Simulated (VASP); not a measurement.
A run of VASP 6.6.1:

Contents of INCAR:

```
PREC = Accurate ; ENCUT = 520
EDIFF = 1E-7 ; ISMEAR = -1
SIGMA = 0.05 ; LREAL = False
LASPH = True ; NELM = 150
ALGO = Normal ; ISIF = 2
LWAVE = False ; LCHARG = False
ISPIN = 2 ; MAGMOM = 0.849 0.849
LORBIT = 11 ; LMAXMIX = 4
GGA = RE ; NBANDS = 21
```

Contents of KPOINTS:

```
regular mesh
0
Gamma
  12 12 12
```

POSCAR

```
Ni
1.0
    0.0000000000      2.4655786920      2.4655786920
    2.4655786920      0.0000000000      2.4655786920
    2.4655786920      2.4655786920      0.0000000000
Ni
2
Direct
    0.1250000000      0.1250000000      0.1250000000
    0.8750000000      0.8750000000      0.8750000000
```

Potentials or basis: VASP PAW PBE potentials, release 64 (Ni).

The run is started by

```sh
$ cat potpaw_PBE.64/Ni/POTCAR > POTCAR
$ mpirun -np 1 vasp_std > vasp.out
```

Hardware: 1 thread of AMD EPYC 9R45 96-Core Processor (Zen 5), with other jobs on the host.

Question: How long does it take, and how much memory?

Answer: It took 63 s on 1 thread of AMD EPYC 9R45 96-Core Processor (Zen 5) (shared host), peak memory 0.18 GiB. Counts: scf iterations 15, k points 72.
